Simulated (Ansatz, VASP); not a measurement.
# One calculation of CoO, two programs

INCAR

```
PREC = Accurate ; ENCUT = 520
EDIFF = 1E-7 ; ISMEAR = 0
SIGMA = 0.1 ; LREAL = False
LASPH = True ; NELM = 150
ALGO = Normal ; ISIF = 2
LWAVE = False ; LCHARG = False
ISPIN = 2 ; MAGMOM = 4.5 0
LORBIT = 11 ; LMAXMIX = 4
GGA = PE ; NBANDS = 18
```

File KPOINTS:

```
Automatic mesh
0
Gamma
  16 16 16
```

File POSCAR:

```
CoO
1.0
    0.0000000000      2.2499728228      2.2499728228
    2.2499728228      0.0000000000      2.2499728228
    2.2499728228      2.2499728228      0.0000000000
Co O
1 1
Direct
    0.0000000000      0.0000000000      0.0000000000
    0.2500000000      0.2500000000      0.2500000000
```

Input for Ansatz:

```yaml
crystal:
  lattice:
    - [0.0, 2.2499728228, 2.2499728228]
    - [2.2499728228, 0.0, 2.2499728228]
    - [2.2499728228, 2.2499728228, 0.0]
  atoms:
    - { symbol: Co, position: [0.0, 0.0, 0.0], spin: 4.5 }
    - { symbol: O, position: [0.25, 0.25, 0.25] }
basis:
  ecutwfc: 420
kpoints:
  mp_grid: { grid: [16, 16, 16] }
hamiltonian:
  xc: pbe
scf:
  occupations: { method: gaussian, width: 0.1 }
  lower_state_search: "off"
output:
  forces: true
  stress: true
  eigenvalues: true
  populations: true
magnetization:
  spin_polarized: true
```

Alike in both runs: task single point; functional PBE; k mesh 16 × 16 × 16; occupations gaussian, width 0.1 eV; collinear spin.

|  | VASP | Ansatz |
| --- | --- | --- |
| version | VASP 6.6.1 | Ansatz 0.2.0 |
| potentials or method | VASP PAW PBE potentials, release 64 (Co, O), cutoff 520 eV | scalar-relativistic, plane waves, PAW |
| valence electrons in the cell | 15 | 23 |

Ansatz gave:

| Item | Value |
| --- | --- |
| gap on the k mesh at the Fermi level (eV) | none |
| pressure (GPa) | 0.0 |
| net moment per atom (μB) | 1.38 |
| size of the moment on the site where the two differ most (μB) | 2.23 |

Question: Which values does VASP return?

Answer: gap on the k mesh at the Fermi level (eV): none; pressure (GPa): -0.1; net moment per atom (μB): 1.37; size of the moment on the site where the two differ most (μB): 2.37.

Site moments also hang on the region over which each program counts them. A gap of «none» marks a metal or a gap that the smearing closes. VASP's potentials hold 15 valence electrons a cell and Ansatz's 23, so a difference there can come from the potentials and not from the codes.
